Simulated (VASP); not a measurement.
Here is a VASP 6.6.1 calculation.

INCAR

```
SYSTEM = Ba
ALGO = Fast ; EDIFF = 1E-6
ENCUT = 520 ; GGA = PE
ISIF = 2 ; ISMEAR = 0
LASPH = .True. ; LCHARG = .True.
LELF = .True. ; LREAL = .False.
LVHAR = .True. ; LWAVE = .False.
NBANDS = 11 ; NELM = 80
PREC = Accurate ; SIGMA = 0.1
```

The input KPOINTS:

```
k-points
0
Gamma
  8 8 8
  0 0 0
```

Contents of POSCAR:

```
Ba
1.0
   -2.5224459722      2.5224459722      2.4349960213
    2.5224459722     -2.5224459722      2.4349960213
    2.5224459722      2.5224459722     -2.4349960213
Ba
1
Direct
    0.0000000000      0.0000000000      0.0000000000
```

Potentials or basis: VASP PAW PBE potentials, release 64 (Ba_sv).

Command:

```sh
$ cat potpaw_PBE.64/Ba_sv/POTCAR > POTCAR
$ mpirun -np 1 vasp_std > vasp.out
```

(1) What does it give for the pressure?

(2) Estimate the band gap on the k mesh.

Results:

(1) 0.2 GPa.

(2) zero (band 5 reaches 2.20 eV, above the bottom of band 6 at 1.16 eV).

Caveat: spin-orbit coupling is left out, which moves the levels of the heavy elements.
